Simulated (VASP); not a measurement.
Runs of VASP 6.6.1 on TiC. The structure is that of space group Immm (No. 71), or close to it. The cells are those of the table. 

| cell | gap on the mesh (eV) | pressure (GPa) |
| --- | --- | --- |
| a = 3.065, b = 3.065, c = 2.831 Å, angles 62.5, 62.5, 64.9°, 2 atoms | none | -4.3 |
| a = 3.063, b = 3.063, c = 3.233 Å, angles 58.1, 58.1, 56.3°, 2 atoms | none | (a) |
| a = 3.062, b = 3.062, c = 3.204 Å, angles 58.5, 58.5, 56.9°, 2 atoms | none | -5.3 |
| a = 3.064, b = 3.064, c = 3.261 Å, angles 57.8, 57.8, 55.6°, 2 atoms | none | -4.6 |

Alike in all rows: task single point; level PBEsol; potentials or basis VASP PAW PBE potentials, release 64 (Ti_sv, C); no spin polarisation; k mesh 18 × 18 × 18; cutoff (eV) 520; smearing gaussian 0.15 eV.

**Question.** Estimate the missing entries.

**Answer.** (a) -5.0.

Caveats: the cell stands under tension; the PAW data sets were made with another functional, which shifts forces and pressure a little.

A gap of «none» marks levels without a gap at the run's occupations.
